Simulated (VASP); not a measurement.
# Ag (P6_3/mmc) in VASP: relaxation of cell and atoms with PBEsol

Aim: the relaxation of cell and atoms of Ag with PBEsol.

Everything below comes from runs of VASP 6.6.1. Logs are shortened: lines on timing, memory, paths and dates and some standing lists are left out, and cuts for length are marked.

**1. The cell of the first run**

It takes space group P6_3/mmc (No. 194, hexagonal). The conventional cell has a = 2.930 Å, b = 2.930 Å, c = 4.790 Å, α = 90.00°, β = 90.00°, γ = 120.00°. Within 3.9 Å of Ag (site symmetry -6m2) lie 12 Ag at 2.93 Å.

This isn't the form of Ag at room conditions, which is fcc.

**2. Relaxation of cell and atoms, PBEsol**

INCAR

```
ALGO = Normal ; EDIFF = 1E-7
EDIFFG = -0.002 ; ENCUT = 600
GGA = PS ; IBRION = 2
ISIF = 3 ; ISMEAR = -1
LASPH = T ; LCHARG = F
LREAL = F ; LWAVE = F
NELM = 100 ; NSW = 100
PREC = Accurate ; SIGMA = 0.1
```

KPOINTS

```
k-points
0
Gamma
  18 18 10
```

POSCAR

```
Ag
1.0
    2.9300000000      0.0000000000      0.0000000000
   -1.4650000000      2.5374544331      0.0000000000
    0.0000000000      0.0000000000      4.7900000000
Ag
2
Direct
    0.3333333333      0.6666666667      0.2500000000
    0.6666666667      0.3333333333      0.7500000000
```

Potentials or basis: VASP PAW PBE potentials, release 64 (Ag).

Run with:

```console
> cat potpaw_PBE.64/Ag/POTCAR > POTCAR
> mpirun -np 1 vasp_std > vasp.out
```

OUTCAR:

```text
EDIFF = 1E-7
   EDIFFG = -0.002
   ENCUT = 600
   GGA = PS
   IBRION = 2
   ISIF = 3
   ISMEAR = -1
   LASPH = T
   LREAL = F
   NELM = 100
   NSW = 100
   PREC = Accurate

 ion  position               nearest neighbor table
   1  0.333  0.667  0.250-   2 2.93   2 2.93   2 2.93   2 2.93   2 2.93   2 2.93
   2  0.667  0.333  0.750-   1 2.93   1 2.93   1 2.93   1 2.93   1 2.93   1 2.93

  LATTYP: Found a hexagonal cell.
 ALAT       =     2.9300000000
 C/A-ratio  =     1.6348122867

  Lattice vectors:

 A1 = (   2.9300000000,   0.0000000000,   0.0000000000)
 A2 = (  -1.4650000000,   2.5374544331,   0.0000000000)
 A3 = (   0.0000000000,   0.0000000000,   4.7900000000)

Analysis of symmetry for initial positions (statically):
=====================================================================
 Subroutine PRICEL returns:
 Original cell was already a primitive cell.

 Routine SETGRP: Setting up the symmetry group for a
 hexagonal supercell.

 Subroutine GETGRP returns: Found 24 space group operations
 (whereof 12 operations were pure point group operations)
 out of a pool of 24 trial point group operations.

The static configuration has the point symmetry D_3d.
 The point group associated with its full space group is D_6h.

Analysis of symmetry for dynamics (positions and initial velocities):
=====================================================================
 Subroutine PRICEL returns:
 Original cell was already a primitive cell.

 Routine SETGRP: Setting up the symmetry group for a
 hexagonal supercell.

 Subroutine GETGRP returns: Found 24 space group operations
 (whereof 12 operations were pure point group operations)
 out of a pool of 24 trial point group operations.

The dynamic configuration has the point symmetry D_3d.
 The point group associated with its full space group is D_6h.

 Subroutine INISYM returns: Found 24 space group operations
 (whereof 12 operations are pure point group operations),
 and found     1 'primitive' translations

----------------------------------------------------------------------------------------

                                     Primitive cell

  volume of cell :      35.6124

  direct lattice vectors                    reciprocal lattice vectors
     2.930000000  0.000000000  0.000000000     0.341296928  0.197047873  0.000000000
    -1.465000000  2.537454433  0.000000000     0.000000000  0.394095747  0.000000000
     0.000000000  0.000000000  4.790000000     0.000000000  0.000000000  0.208768267

  length of vectors
     2.930000000  2.930000000  4.790000000     0.394095747  0.394095747  0.208768267

  position of ions in fractional coordinates (direct lattice)
     0.333333333  0.666666667  0.250000000
     0.666666667  0.333333333  0.750000000

  ion indices of the primitive-cell ions
   primitive index   ion index
                 1           1
                 2           2

----------------------------------------------------------------------------------------

 KPOINTS: k-points

Automatic generation of k-mesh.
 Grid dimensions read from file:
 generate k-points for:   18   18   10

 Generating k-lattice:

  Cartesian coordinates                     Fractional coordinates (reciprocal lattice)
     0.018960940  0.010947104  0.000000000     0.055555556  0.000000000  0.000000000
     0.000000000  0.021894208  0.000000000     0.000000000  0.055555556  0.000000000
     0.000000000  0.000000000  0.020876827     0.000000000  0.000000000  0.100000000

  Length of vectors
     0.021894208  0.021894208  0.020876827

  Shift w.r.t. Gamma in fractional coordinates (k-lattice)
     0.000000000  0.000000000  0.000000000

 Subroutine IBZKPT returns following result:
 ===========================================

 Found    222 irreducible k-points:

 Following reciprocal coordinates:
            Coordinates               Weight
  0.000000  0.000000  0.000000      1.000000
  0.055556 -0.000000  0.000000      6.000000
  0.111111 -0.000000  0.000000      6.000000
  0.166667  0.000000  0.000000      6.000000
  0.222222  0.000000  0.000000      6.000000
  0.277778 -0.000000  0.000000      6.000000
[... 16 lines left out ...]
  0.333333  0.111111  0.000000     12.000000
  0.388889  0.111111  0.000000     12.000000
 [... further k-points ...]
   k-points           NKPTS =    222   k-points in BZ     NKDIM =    222   number of bands    NBANDS=     15
   number of dos      NEDOS =    301   number of ions     NIONS =      2
   total plane-waves  NPLWV =  23040
   dimension x,y,z NGX =    24 NGY =   24 NGZ =   40
   dimension x,y,z NGXF=    48 NGYF=   48 NGZF=   80
   ions per type =               2
   NGX,Y,Z   is equivalent  to a cutoff of  13.62, 13.62, 13.88 a.u.
   NGXF,Y,Z  is equivalent  to a cutoff of  27.23, 27.23, 27.77 a.u.
 SYSTEM =  unknown system
   PREC   = accura    normal or accurate (medium, high low for compatibility)
   ISTART =      0    job   : 0-new  1-cont  2-samecut
   ICHARG =      2    charge: 1-file 2-atom 10-const
   ISPIN  =      1    spin polarized calculation?
   LNONCOLLINEAR =      F non collinear calculations
   LSORBIT =      F    spin-orbit coupling
   LASPH  =      T    aspherical Exc in radial PAW
   ENCUT  =  600.0 eV  44.10 Ry    6.64 a.u.   5.85  5.85  9.57*2*pi/ulx,y,z
   NELM   =    100;   NELMIN=  2; NELMDL= -5     # of ELM steps
   EDIFF  = 0.1E-06   stopping-criterion for ELM
   LREAL  =      F    real-space projection
   EDIFFG = -.2E-02   stopping-criterion for IOM
   NSW    =    100    number of steps for IOM
   IBRION =      2    ionic relax: 0-MD 1-quasi-New 2-CG
   NFREE  =      1    steps in history (QN), initial steepest desc. (CG)
   ISIF   =      3    stress and relaxation
   ISYM   =      2    0-nonsym 1-usesym 2-fastsym
   POTIM  = 0.5000    time-step for ionic-motion
   TEBEG  =    0.0;   TEEND  =   0.0 temperature during run
   PSTRESS=    0.0 pullay stress
   NELECT =      22.0000    total number of electrons
   NUPDOWN=      -1.0000    fix difference up-down
   EMIN   =  10.00;   EMAX   =-10.00  energy-range for DOS
   EFERMI =   0.00;   METHOD = LEGACY
   ISMEAR =    -1;   SIGMA  =   0.10  broadening in eV -4-tet -1-fermi 0-gaus
   EFERMI_NEDOS =   21; number of points for ismear=-14 and -15
   IALGO  =     38    algorithm
   IMIX   =      4    mixing-type and parameters
     AMIX     =   0.40;   BMIX     =  1.00
     AMIX_MAG =   1.60;   BMIX_MAG =  1.00
  volume/ion in A,a.u.               =      17.81       120.16
  Fermi-wavevector in a.u.,A,eV,Ry     =   1.394275  2.634799 26.449782  1.944004
  Thomas-Fermi vector in A             =   2.517840
   LORBIT       =      0    0 simple, 1 ext, 2 COOP (PROOUT), +10 PAW based schemes
   GGA     = PS    functional components
   LHFCALC =     F    Hartree Fock is set to
   AEXX    =    0.0000 exact exchange contribution
   IVDW    =     0    specifies the selected vdW correction
   LEPSILON=     F    determine dielectric tensor
   LRPA    =     F    only Hartree local field effects (RPA)
 conjugate gradient relaxation of ions
 non-spin polarized calculation
  energy-cutoff  :      600.00
  volume of cell :       35.61
 maximum number of plane-waves:      1204
 NGX is ok and might be reduce to    24
   NGX = 11   NGY = 11   NGZ = 19

--------------------------------------- Ionic step        1  -------------------------------------------

 number of electron      22.0000005 magnetization

 Free energy of the ion-electron system (eV)
  ---------------------------------------------------
  ext. energy  EPLUGINS =         0.00000000
  ---------------------------------------------------
  free energy    TOTEN  =        -6.56693146 eV

  energy without entropy =       -6.54678478  energy(sigma->0) =       -6.55685812

------------------------ aborting loop because EDIFF is reached ----------------------------------------

  FORCE on cell =-STRESS in cart. coord.  units (eV):
  Direction    XX          YY          ZZ          XY          YZ          ZX
  --------------------------------------------------------------------------------------
  -------------------------------------------------------------------------------------
  Total       -1.4560577     -1.4560577     -1.3992491      0.0000000     -0.0000000      0.0000000
  in kB      -65.5070106    -65.5070106    -62.9512305      0.0000000     -0.0000000      0.0000000
  external PRESSURE =     -64.6550839 kB  Pullay stress =       0.0000000 kB

 VOLUME and BASIS-vectors are now :
 -----------------------------------------------------------------------------
  energy-cutoff  :      600.00
  volume of cell :       35.61
      direct lattice vectors                 reciprocal lattice vectors
     2.930000000  0.000000000  0.000000000     0.341296928  0.197047873  0.000000000
    -1.465000000  2.537454433  0.000000000     0.000000000  0.394095747  0.000000000
     0.000000000  0.000000000  4.790000000     0.000000000  0.000000000  0.208768267
[... 217 lines left out ...]
 POSITION                                       TOTAL-FORCE (eV/Angst)
 -----------------------------------------------------------------------------------
     -0.00000      1.65407      1.17274        -0.000000     -0.000000      0.000000
      1.43246      0.82703      3.51822         0.000000      0.000000     -0.000000
 -----------------------------------------------------------------------------------
    total drift:                               -0.000000      0.000000     -0.000000

  FREE ENERGIE OF THE ION-ELECTRON SYSTEM (eV)
  ---------------------------------------------------
  free  energy   TOTEN  =        -6.6164919047 eV

  energy  without entropy=       -6.5960552368  energy(sigma->0) =       -6.60627357

--------------------------------------- Ionic step        8  -------------------------------------------

 number of electron      21.9999998 magnetization

 Free energy of the ion-electron system (eV)
  ---------------------------------------------------
  ext. energy  EPLUGINS =         0.00000000
  ---------------------------------------------------
  free energy    TOTEN  =        -6.61649794 eV

  energy without entropy =       -6.59603306  energy(sigma->0) =       -6.60626550

 E-fermi :   8.5237     XC(G=0): -12.5465

 val. band max:        8.5123321427   @ k =   0.3889   0.0556   0.5000
 cond. band min:       8.5385563909   @ k =   0.3333   0.0556   0.4000
 fundamental gap:      0.0262242483
 Fermi energy:         8.5237331826

 k-point     1 :       0.0000    0.0000    0.0000
  band No.  band energies     occupation
      1       0.5498      2.00000
      2       2.0069      2.00000
      3       3.6750      2.00000
      4       3.7873      2.00000
      5       3.7873      2.00000
      6       4.0359      2.00000
      7       4.0359      2.00000
      8       4.4193      2.00000
      9       4.4193      2.00000
     10       5.4708      2.00000
     11       5.4708      2.00000
     12       8.0032      1.98908
     13      12.2056      0.00000
     14      24.2496      0.00000
     15      26.1247      0.00000
[... 397 lines left out ...]
 k-point    24 :       0.3889    0.1111    0.0000
  band No.  band energies     occupation
      1       2.2929      2.00000
      2       2.5155      2.00000
      3       2.6080      2.00000
      4       3.6660      2.00000
      5       4.0153      2.00000
      6       4.2221      2.00000
      7       4.2951      2.00000
      8       5.4570      2.00000
      9       5.5972      2.00000
     10       5.6272      2.00000
     11       8.1896      1.93161
     12      11.4336      0.00000
     13      15.2838      0.00000
     14      15.6247      0.00000
     15      17.6803      0.00000

 [... further k-points ...]

------------------------ aborting loop because EDIFF is reached ----------------------------------------

  FORCE on cell =-STRESS in cart. coord.  units (eV):
  Direction    XX          YY          ZZ          XY          YZ          ZX
  --------------------------------------------------------------------------------------
  -------------------------------------------------------------------------------------
  Total       -0.0026016     -0.0026016      0.0028938      0.0000000      0.0000000      0.0000000
  in kB       -0.1250267     -0.1250267      0.1390699      0.0000000      0.0000000      0.0000000
  external PRESSURE =      -0.0369945 kB  Pullay stress =       0.0000000 kB

 VOLUME and BASIS-vectors are now :
 -----------------------------------------------------------------------------
  energy-cutoff  :      600.00
  volume of cell :       33.34
      direct lattice vectors                 reciprocal lattice vectors
     2.864190456  0.000000000  0.000000000     0.349138793  0.201575376  0.000000000
    -1.432095228  2.480461696  0.000000000    -0.000000000  0.403150753  0.000000000
     0.000000000 -0.000000000  4.692612617     0.000000000 -0.000000000  0.213100906

 POSITION                                       TOTAL-FORCE (eV/Angst)
 -----------------------------------------------------------------------------------
     -0.00000      1.65364      1.17315        -0.000000      0.000000      0.000000
      1.43210      0.82682      3.51946         0.000000     -0.000000     -0.000000
 -----------------------------------------------------------------------------------
    total drift:                               -0.000000      0.000000     -0.000000

  FREE ENERGIE OF THE ION-ELECTRON SYSTEM (eV)
  ---------------------------------------------------
  free  energy   TOTEN  =        -6.6164979373 eV

  energy  without entropy=       -6.5960330640  energy(sigma->0) =       -6.60626550

 reached required accuracy - stopping structural energy minimisation
```

Wall time 2.5 min (1 thread of Intel Xeon 6975P-C (Granite Rapids), shared host); peak memory 0.27 GiB.

What came out:

```
Free energy                           : -6.6165 eV
Relaxed volume                        : 16.67 Å³/atom
Relaxed cell                          : a = 2.864 Å, b = 2.864 Å, c = 4.693 Å, α = 90.00°, β = 90.00°, γ = 120.00°
Space group after relaxing (to 0.1 Å) : P6_3/mmc (No. 194)
Energy gained by relaxing             : 24.8 meV/atom
Ionic steps                           : 8
Pressure after relaxing               : 0.0 GPa
Band gap on the k mesh                : zero (bands 11 and 12 overlap by 7.54 eV)
```

The path:
| step | energy change (eV) | largest force (eV/Å) | pressure (GPa) | volume (Å³) |
| --- | --- | --- | --- | --- |
| 1 | 0.0000 | 0.0000 | -6.47 | 35.61 |
| 2 | -0.0292 | 0.0000 | 5.25 | 32.04 |
| 3 | -0.0495 | 0.0000 | -0.02 | 33.34 |
| 4 | -0.0495 | 0.0000 | 0.12 | 33.30 |
| 5 | -0.0496 | 0.0000 | -0.07 | 33.35 |
| 6 | -0.0496 | 0.0000 | -0.02 | 33.34 |
| 7 | -0.0496 | 0.0000 | -0.04 | 33.34 |
| 8 | -0.0496 | 0.0000 | 0.00 | 33.34 |

Final structure:
```xyz
2
Lattice="2.8642 0.0000 0.0000 -1.4321 2.4805 0.0000 0.0000 0.0000 4.6926" Properties=species:S:1:pos:R:3 pbc="T T T"
Ag    0.0000    1.6536    1.1732
Ag    1.4321    0.8268    3.5195
```

Caveat: the PAW data sets were made with another functional, which shifts forces and pressure a little.
